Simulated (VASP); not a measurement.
Input of a VASP 6.6.1 run:

The input POSCAR:

```
Ta
1.0
   -1.6444653256      1.6444653256      1.6444653256
    1.6444653256     -1.6444653256      1.6444653256
    1.6444653256      1.6444653256     -1.6444653256
Ta
1
Direct
    0.0000000000      0.0000000000      0.0000000000
```

Contents of INCAR.step1:

```
PREC = Accurate
ENCUT = 520
ISMEAR = 1
SIGMA = 0.05
LREAL = False
LASPH = True
NELM = 60
NBANDS = 12
GGA = PE
ALGO = Normal
EDIFF = 1E-4
LWAVE = True
LCHARG = False
```

Contents of INCAR.step2:

```
PREC = Accurate
ENCUT = 520
EDIFF = 1E-6
ISMEAR = 1
SIGMA = 0.05
LREAL = False
LASPH = True
NELM = 60
ALGO = Normal
ISIF = 2
LWAVE = False
LCHARG = False
METAGGA = R2SCAN
LMIXTAU = True
NBANDS = 12
ISTART = 1
```

KPOINTS

```
Automatic mesh
0
Gamma
  17 17 17
```

Potentials or basis: VASP PAW PBE potentials, release 64 (Ta_pv).

Run with:

```console
$ cat potpaw_PBE.64/Ta_pv/POTCAR > POTCAR
$ cp INCAR.step1 INCAR
$ mpirun -np 1 vasp_std > vasp.out
$ cp INCAR.step2 INCAR
$ mpirun -np 1 vasp_std > vasp.out
```

(1) Predict the pressure.

Answers

(1) 3.7 GPa.

Caveat: the PAW data sets were made with another functional, which shifts forces and pressure a little.
